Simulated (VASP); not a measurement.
A run of VASP 6.6.1:

Contents of INCAR:

```
  PREC = Accurate
  ENCUT = 520
  EDIFF = 1E-6
  ISMEAR = -1
  SIGMA = 0.1
  LREAL = F
  LASPH = T
  NELM = 150
  ALGO = Normal
  ISIF = 2
  LWAVE = F
  LCHARG = T
  ISPIN = 2
  MAGMOM = 0.6 0.6 0.6 -0.6
  LORBIT = 11
  LMAXMIX = 4
  GGA = CA
  LELF = T
  LVHAR = T
  NBANDS = 32
```

File KPOINTS:

```
regular mesh
0
Gamma
  9 9 9
```

File POSCAR:

```
Ni
1.0
    3.5238700000      0.0000000000      0.0000000000
    0.0000000000      3.5238700000      0.0000000000
    0.0000000000      0.0000000000      3.5238700000
Ni
4
Direct
    0.0000000000      0.0000000000      0.0000000000
    0.5000000000      0.5000000000      0.0000000000
    0.5000000000      0.0000000000      0.5000000000
    0.0000000000      0.5000000000      0.5000000000
```

Potentials or basis: VASP PAW LDA potentials, release 64 (Ni).

Run with:

```console
$ cat potpaw_LDA.64/Ni/POTCAR > POTCAR
$ mpirun -np 1 vasp_std > vasp.out
```

Hardware: 1 thread of Intel(R) Xeon(R) Platinum 8375C CPU @ 2.90GHz (Ice Lake), on a shared host.

Problem. Estimate the wall time of this run.

Solution. It took 88 s on 1 thread of Intel(R) Xeon(R) Platinum 8375C CPU @ 2.90GHz (Ice Lake), with other jobs on the host, peak memory 0.19 GiB. Counts: scf iterations 16, k points 35.
